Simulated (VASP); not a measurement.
Runs of VASP 6.6.1 on Pd. The structure is that of space group Fd-3m (No. 227), or close to it. The cells are those of the table. This isn't the form of Pd at room conditions, which is fcc.

```csv
cell,k mesh,gap on the mesh (eV),pressure (GPa),moment (μB)
"a = 4.151 Å, angles 60.0°, 2 atoms",10 × 10 × 10,none,-0.2,0.91
"a = 4.151 Å, angles 60.0°, 2 atoms",11 × 11 × 11,none,-0.2,(a)
"a = 4.259 Å, angles 60.0°, 2 atoms",11 × 11 × 11,none,-3.8,(c)
"a = 4.206 Å, angles 60.0°, 2 atoms",11 × 11 × 11,none,-2.2,0.92
"a = 3.978 Å, angles 60.0°, 2 atoms",11 × 11 × 11,none,9.9,(b)
```

Alike in all rows: task single point; level revPBE; potentials or basis VASP PAW PBE potentials, release 64 (Pd); spin collinear; cutoff (eV) 520; smearing fermi-dirac 0.05 eV.

**Question.** Fill in the values left out.

**Answer.** (a) 0.94; (b) 1.00; (c) 0.89.

Caveats: the PAW data sets were made with another functional, which shifts forces and pressure a little; the cell stands under tension (at least some runs); the cell stands under pressure (at least some runs).

A k mesh can miss the band edges, and the runs leave out spin-orbit coupling on Pd.

A gap of «none» marks levels without a gap at the run's occupations.
